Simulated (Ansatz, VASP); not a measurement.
**Ta2P3Au in VASP and in Ansatz**

INCAR

```
ALGO = Normal
EDIFF = 1E-6
ENCUT = 520
GGA = PE
ISIF = 2
ISMEAR = 0
LASPH = True
LCHARG = False
LREAL = False
LWAVE = False
NBANDS = 33
NELM = 100
PREC = Accurate
SIGMA = 0.1
```

The input KPOINTS:

```
k-points
0
Gamma
  3 3 6
```

File POSCAR:

```
Ta2P3Au
1.0
    6.1206982100      0.0000000000      0.0000000000
   -3.0603491000      5.3006801400      0.0000000000
    0.0000000000      0.0000000000      3.3788433500
Ta P Au
2 3 1
Direct
    0.3333333300      0.6666666700      0.0000000000
    0.6666666700      0.3333333300      0.0000000000
    0.5000000000      0.0000000000      0.5000000000
    0.5000000000      0.5000000000      0.5000000000
    0.0000000000      0.5000000000      0.5000000000
    0.0000000000      0.0000000000      0.0000000000
```

Input for Ansatz:

```yaml
crystal:
  lattice:
    - [6.12069821, 0.0, 0.0]
    - [-3.0603491, 5.30068014, 0.0]
    - [0.0, 0.0, 3.37884335]
  atoms:
    - { symbol: Ta, position: [0.33333333, 0.66666667, 0.0] }
    - { symbol: Ta, position: [0.66666667, 0.33333333, 0.0] }
    - { symbol: P, position: [0.5, 0.0, 0.5] }
    - { symbol: P, position: [0.5, 0.5, 0.5] }
    - { symbol: P, position: [0.0, 0.5, 0.5] }
    - { symbol: Au, position: [0.0, 0.0, 0.0] }
basis:
  ecutwfc: 420
kpoints:
  mp_grid: { grid: [3, 3, 6] }
hamiltonian:
  xc: pbe
scf:
  occupations: { method: gaussian, width: 0.1 }
  lower_state_search: "off"
output:
  forces: true
  stress: true
  eigenvalues: true
```

Change from the starting cell: species swapped into the DyB2Ru3 type (P6/mmm, No. 191).

Alike in both runs: task single point; functional PBE; k mesh 3 × 3 × 6; occupations gaussian, width 0.1 eV; no spin polarisation.

|  | VASP | Ansatz |
| --- | --- | --- |
| version | VASP 6.6.1 | Ansatz 0.2.0 |
| potentials or method | VASP PAW PBE potentials, release 64 (Ta_pv, P, Au), cutoff 520 eV | scalar-relativistic, plane waves, PAW |
| valence electrons in the cell | 48 | 60 |

```tsv
	VASP	Ansatz	Ansatz less VASP
gap on the k mesh at the Fermi level (eV)	none	none	-
pressure (GPa)	5.7	5.6	-0.09
traceless stress, the component that is largest in VASP (GPa)	6.58	6.55	-0.031
```

A gap of «none» marks a metal or a gap that the smearing closes. VASP's potentials hold 48 valence electrons a cell and Ansatz's 60, so a difference there can come from the potentials and not from the codes.

The k mesh is coarse, so the values compare programs but aren't converged. Neither program's run includes spin-orbit coupling.
